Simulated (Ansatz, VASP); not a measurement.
# One calculation of Ba, two programs

```
Ba
1.0
    -2.42229    2.42229    2.42229
     2.42229   -2.42229    2.42229
     2.42229    2.42229   -2.42229
Ba
1
Direct
  0.00000 0.00000 0.00000
```

Alike in both runs: task single point; functional LDA; k mesh 12 × 12 × 12; occupations gaussian, width 0.1 eV; no spin polarisation.

|  | VASP | Ansatz |
| --- | --- | --- |
| version | VASP 6.6.1 | Ansatz 0.2.0 |
| potentials or method | VASP PAW LDA potentials, release 64 (Ba_sv), cutoff 520 eV | scalar-relativistic, plane waves, PAW |
| valence electrons in the cell | 10 | 10 |

|  | VASP | Ansatz | Ansatz less VASP |
| --- | --- | --- | --- |
| gap on the k mesh at the Fermi level (eV) | none | none | - |
| pressure (GPa) | -0.5 | -0.5 | -0.07 |

Ansatz warns that its potentials were made for another functional, while VASP's fit it. LDA's correlation is that of Perdew and Zunger in VASP and of Perdew and Wang (1992) in Ansatz. A gap of «none» marks a metal or a gap that the smearing closes.

Neither program's run includes spin-orbit coupling.
